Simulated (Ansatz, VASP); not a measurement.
This is a calculation of KBr for VASP 6.6.1.

The input INCAR:

```
SYSTEM = KBr
PREC = Accurate
ENCUT = 520
EDIFF = 1E-6
ISMEAR = -1
SIGMA = 0.05
LREAL = .False.
LASPH = .True.
NELM = 150
ALGO = Normal
ISIF = 2
LWAVE = .False.
LCHARG = .False.
ISPIN = 2
MAGMOM = 0.5 0
LORBIT = 11
GGA = PS
NBANDS = 19
```

Contents of KPOINTS:

```
Automatic mesh
0
Gamma
  7 7 7
  0 0 0
```

POSCAR

```
KBr
1.0
    0.0000000000      3.3000000000      3.3000000000
    3.3000000000      0.0000000000      3.3000000000
    3.3000000000      3.3000000000      0.0000000000
Br K
1 1
Direct
    0.5000000000      0.5000000000      0.5000000000
    0.0000000000      0.0000000000      0.0000000000
```

Potentials or basis: VASP PAW PBE potentials, release 64 (Br, K_sv).

Launch:

```bash
$ cat potpaw_PBE.64/Br/POTCAR potpaw_PBE.64/K_sv/POTCAR > POTCAR
$ mpirun -np 1 vasp_std > vasp.out
```

Task: Translate it to Ansatz 0.2.0. Potentials there: all-electron LAPW, point nuclei.

Result: As run (the cutoff follows the program's own potentials):

The input input.yaml:

```yaml
crystal:
  lattice:
    - [0.0, 3.3, 3.3]
    - [3.3, 0.0, 3.3]
    - [3.3, 3.3, 0.0]
  atoms:
    - { symbol: Br, position: [0.5, 0.5, 0.5], spin: 0.5 }
    - { symbol: K, position: [0.0, 0.0, 0.0] }
kpoints:
  mp_grid: { grid: [7, 7, 7] }
scf:
  occupations: { method: fermi_dirac, width: 0.05 }
hamiltonian:
  xc: pbesol
  pseudopotentials:
    kind: all_electron
    lapw: { basis_error: 0.0005 }
    nuclear_model: point
magnetization:
  spin_polarized: true
output:
  forces: true
  stress: true
  eigenvalues: true
```

Potentials or basis: all-electron LAPW, point nuclei.

Launch:

```bash
$ ansatz run input.yaml --threads 1 --pin off --max-ram 2560MiB --backend cpu --events-out ev --progress --plain --runs-dir out
```

Both were run:

|  | VASP | Ansatz | Ansatz less VASP |
| --- | --- | --- | --- |
| gap on the k mesh at the Fermi level (eV) | 4.28 | 4.28 | +0.003 |
| least direct gap on the mesh (eV) | 4.28 | 4.28 | +0.003 |
| pressure (GPa) | -0.3 | -0.3 | -0.05 |
| net moment per atom (μB) | 0.00 | 0.00 | 0.000 |

VASP's potentials were made for PBE, not for PBEsol. Ansatz ran all-electron here, and VASP with PAW potentials.
